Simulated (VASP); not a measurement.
A run of VASP 6.6.1 is set up as follows.

Contents of INCAR:

```
SYSTEM = Cd
PREC = Accurate
ENCUT = 520
EDIFF = 1E-7
ISMEAR = 0
SIGMA = 0.1
LREAL = .FALSE.
LASPH = .TRUE.
NELM = 100
ALGO = Fast
ISIF = 2
LWAVE = .FALSE.
LCHARG = .FALSE.
GGA = PS
NBANDS = 32
```

KPOINTS

```
Automatic mesh
0
G
  15 15 4
  0 0 0
```

Contents of POSCAR:

```
Cd
1.0
    3.2844975935      0.0000000000      0.0000000000
   -1.6422487967      2.8444583546      0.0000000000
    0.0000000000      0.0000000000     10.4504510529
Cd
4
Direct
    0.0000000000      0.0000000000      0.0000000000
    0.3333333300      0.6666666700      0.2703372049
    0.0000000000      0.0000000000      0.5000000000
    0.6666666700      0.3333333300      0.7296627951
```

Potentials or basis: VASP PAW PBE potentials, release 64 (Cd).

Command:

```console
$ cat potpaw_PBE.64/Cd/POTCAR > POTCAR
$ mpirun -np 1 vasp_std > vasp.out
```

Question: What does it give for the largest force?

Answer: 0.350 eV/Å.

Question: Predict the pressure.

Answer: -4.8 GPa.

Question: Estimate the band gap on the k mesh.

Answer: Zero (band 24 reaches 2.99 eV, above the bottom of band 25 at 0.68 eV).

Forces in eV/Å, atoms in the order of the input:
```
Cd   0.000  0.000  0.000
Cd   0.000  0.000 -0.350
Cd   0.000  0.000  0.000
Cd   0.000  0.000  0.350
```

Caveat: the cell differs from its parent crystal (strained and its atoms moved); the PAW data sets were made with another functional, which shifts forces and pressure a little.
